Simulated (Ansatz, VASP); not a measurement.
**In2Sb in VASP and in Ansatz**

```
In Sb
1.0
     0.00000    3.69263    3.69263
     3.69263    0.00000    3.69263
     3.69263    3.69263    0.00000
In Sb
2 1
Direct
  0.25000 0.25000 0.25000
  0.75000 0.75000 0.75000
  0.00000 0.00000 0.00000
```

Alike in both runs: functional r2SCAN; k mesh 4 × 4 × 4; occupations gaussian, width 0.1 eV; no spin polarisation.

Ansatz relaxed the structure, and its values are those at the end. VASP's run is a single point on that final structure, the one shown.

|  | VASP | Ansatz |
| --- | --- | --- |
| version | VASP 6.6.1 | Ansatz 0.2.0 |
| potentials or method | VASP PAW PBE potentials, release 64 (In_d, Sb), cutoff 520 eV | scalar-relativistic, plane waves, PAW |
| valence electrons in the cell | 31 | 41 |

|  | VASP | Ansatz | Ansatz less VASP |
| --- | --- | --- | --- |
| gap on the k mesh at the Fermi level (eV) | none | none | - |
| pressure (GPa) | -0.1 | -0.1 | +0.01 |

VASP's potentials were made for PBE, not for r2SCAN. A gap of «none» marks a metal or a gap that the smearing closes. VASP's potentials hold 31 valence electrons a cell and Ansatz's 41, so a difference there can come from the potentials and not from the codes.

The k mesh is coarse, so the values compare programs but aren't converged. Neither program's run includes spin-orbit coupling.
